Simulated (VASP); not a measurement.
In:

```
In
1.0
    -1.88253    1.88253    1.88253
     1.88253   -1.88253    1.88253
     1.88253    1.88253   -1.88253
In
1
Direct
  0.00000 0.00000 0.00000
```

- Program: VASP 6.6.1
- Task: relaxation of cell and atoms
- Functional: PBE
- Potentials or basis: VASP PAW PBE potentials, release 64 (In_d)
- Cutoff: 600 eV
- k mesh: 14 × 14 × 14
- Occupations: gaussian, width 0.1 eV
- Spin: no spin polarisation

At the start: pressure 1.4 GPa; volume 26.69 Å³/atom.

Q: Where does the relaxation end?

A: Over 3 steps the energy falls by 4.6 meV/atom and the volume is 27.74 Å³/atom (+4.0 %); space group Im-3m (No. 229, to 0.05 Å).

Step by step:
| step | energy change (eV) | largest force (eV/Å) | pressure (GPa) | volume (Å³) |
| --- | --- | --- | --- | --- |
| 1 | 0.0000 | 0.0000 | 1.43 | 26.69 |
| 2 | -0.0045 | 0.0000 | 0.16 | 27.62 |
| 3 | -0.0046 | 0.0000 | 0.00 | 27.74 |

Final structure:
```
In
1.0
    -1.90710    1.90710    1.90710
     1.90710   -1.90710    1.90710
     1.90710    1.90710   -1.90710
In
1
Cartesian
  0.0000 0.0000 0.0000
```
